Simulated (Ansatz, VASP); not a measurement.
## One calculation of TiTe2, two programs

```
Ti Te
1.0
     3.77700    0.00000    0.00000
    -1.88850    3.27098    0.00000
     0.00000    0.00000    6.49800
Ti Te
1 2
Direct
  0.00000 0.00000 0.00000
  0.66667 0.33333 0.26280
  0.33333 0.66667 0.73720
```

Alike in both runs: task single point; functional PBE; k mesh 12 × 12 × 8; occupations gaussian, width 0.15 eV; no spin polarisation.

|  | VASP | Ansatz |
| --- | --- | --- |
| version | VASP 6.6.1 | Ansatz 0.2.0 |
| potentials or method | VASP PAW PBE potentials, release 64 (Ti_sv, Te), cutoff 520 eV | scalar-relativistic, plane waves, PAW |
| valence electrons in the cell | 24 | 44 |

VASP gave:

- gap on the k mesh at the Fermi level (eV): none
- pressure (GPa): 0.9
- traceless stress, the component that is largest in VASP (GPa): 0.65
- rms of the force components (eV/Å): 0.019

Q: Which values does Ansatz return?

A: gap on the k mesh at the Fermi level (eV): none; pressure (GPa): 0.9; traceless stress, the component that is largest in VASP (GPa): 0.64; rms of the force components (eV/Å): 0.014.

Atom by atom the forces differ by 0.005 eV/Å (rms over components). A gap of «none» marks a metal or a gap that the smearing closes. The functional is the same, so the differences come from potentials, cutoffs and numerics. VASP's potentials hold 24 valence electrons a cell and Ansatz's 44, so a difference there can come from the potentials and not from the codes.

Neither program's run includes spin-orbit coupling.
